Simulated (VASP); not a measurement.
The system is CdS.

```
Cd S
1.0
     4.16389    0.00000    0.00000
    -2.08195    3.60604    0.00000
     0.00000    0.00000    6.76751
Cd S
2 2
Direct
  0.67270 0.32707 0.49871
  0.32707 0.67270 0.99871
  0.66342 0.33681 0.87829
  0.33681 0.66342 0.37829
```

Base run:

```yaml
Program: VASP 6.6.1
Functional: PBE
Potentials_or_basis: VASP PAW PBE potentials, release 64 (Cd, S)
Cutoff: 500 eV
k_mesh: 4 × 4 × 4, shifted
Occupations: fermi-dirac, width 0.01 eV
Spin: no spin polarisation
```

Its results: band gap on the k mesh 2.27 eV; pressure 1.7 GPa; largest force 0.128 eV/Å.

Question: After a change of settings the same cell gave: band gap on the k mesh 1.08 eV; pressure 3.3 GPa; largest force 0.355 eV/Å. Which change was it?
A. k mesh from 4 × 4 × 4, shifted to 2 × 2 × 2, through Γ
B. functional from PBE to r2SCAN; cutoff from 500 eV to 550 eV; k mesh from 4 × 4 × 4, shifted to 2 × 2 × 2, shifted
C. k mesh from 4 × 4 × 4, shifted to 2 × 2 × 2, shifted

Answer: A.

Caveats: some runs use coarse meshes; a shifted mesh leaves out Γ, where band edges can lie (at least some runs).
